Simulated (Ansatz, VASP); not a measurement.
**Zn2Si3N3 in VASP and in Ansatz**

Contents of INCAR:

```
SYSTEM = Zn2Si3N3
ALGO     = Normal         ! electronic algorithm
EDIFF    = 1E-6           ! SCF threshold, eV
EDIFFG   = -0.01          ! ionic threshold
ENCUT    = 600            ! plane-wave cutoff, eV
GGA      = PE             ! functional
IBRION   = 2              ! ionic algorithm
ISIF     = 3              ! what is computed and relaxed
ISMEAR   = 0              ! smearing method
LASPH    = .TRUE.         ! aspherical terms in the spheres
LCHARG   = .FALSE.        ! write CHGCAR
LREAL    = .FALSE.        ! projectors in reciprocal space
LWAVE    = .FALSE.        ! write WAVECAR
NELM     = 100            ! most SCF steps
NSW      = 100            ! ionic steps
PREC     = Accurate       ! precision mode
SIGMA    = 0.1            ! smearing width, eV
```

Contents of KPOINTS:

```
k-points
0
G
  10 10 4
  0 0 0
```

POSCAR

```
Zn2Si3N3
1.0
    3.0590902408      0.0000000000      0.0000000000
    0.0000000000      3.0590902408      0.0000000000
    0.0000000000      0.0000000000     10.4030692858
Zn Si N
2 3 3
Direct
    0.5000000000      0.0000000000      0.6743104384
    0.0000000000      0.5000000000      0.3256895616
    0.0000000000      0.5000000000      0.8926001003
    0.5000000000      0.0000000000      0.1073998997
    0.0000000000      0.0000000000      0.5000000000
    0.0000000000      0.0000000000      0.0000000000
    0.5000000000      0.5000000000      0.1855560090
    0.5000000000      0.5000000000      0.8144439910
```

Input for Ansatz:

```yaml
crystal:
  lattice:
    - [3.0590902408, 0.0, 0.0]
    - [0.0, 3.0590902408, 0.0]
    - [0.0, 0.0, 10.4030692858]
  atoms:
    - { symbol: Zn, position: [0.5, 0.0, 0.6743104384] }
    - { symbol: Zn, position: [0.0, 0.5, 0.3256895616] }
    - { symbol: Si, position: [0.0, 0.5, 0.8926001003] }
    - { symbol: Si, position: [0.5, 0.0, 0.1073998997] }
    - { symbol: Si, position: [0.0, 0.0, 0.5] }
    - { symbol: "N", position: [0.0, 0.0, 0.0] }
    - { symbol: "N", position: [0.5, 0.5, 0.185556009] }
    - { symbol: "N", position: [0.5, 0.5, 0.814443991] }
basis:
  ecutwfc: 420
kpoints:
  mp_grid: { grid: [10, 10, 4] }
hamiltonian:
  xc: pbe
scf:
  occupations: { method: gaussian, width: 0.1 }
output:
  forces: true
  stress: true
  eigenvalues: true
relax:
  adjacent_minimum: "off"
  f_tol: 0.01
  max_steps: 80
  cell: { stress_tol: 0.05 }
```

Alike in both runs: task relaxation of cell and atoms; functional PBE; k mesh 10 × 10 × 4; occupations gaussian, width 0.1 eV; no spin polarisation.

|  | VASP | Ansatz |
| --- | --- | --- |
| version | VASP 6.6.1 | Ansatz 0.2.0 |
| potentials or method | VASP PAW PBE potentials, release 64 (Zn, Si, N), cutoff 600 eV | scalar-relativistic, plane waves, PAW |
| valence electrons in the cell | 51 | 51 |

|  | VASP | Ansatz | Ansatz less VASP |
| --- | --- | --- | --- |
| gap on the k mesh at the Fermi level, each at its own relaxed structure (eV) | none | none | - |
| relaxed volume (Å³/atom) | 12.15 | 12.14 | -0.008 |
| relaxed length of the cell vector where the two differ most in proportion (Å) | 10.640 | 10.628 | -0.0121 |

A gap of «none» marks a metal or a gap that the smearing closes.
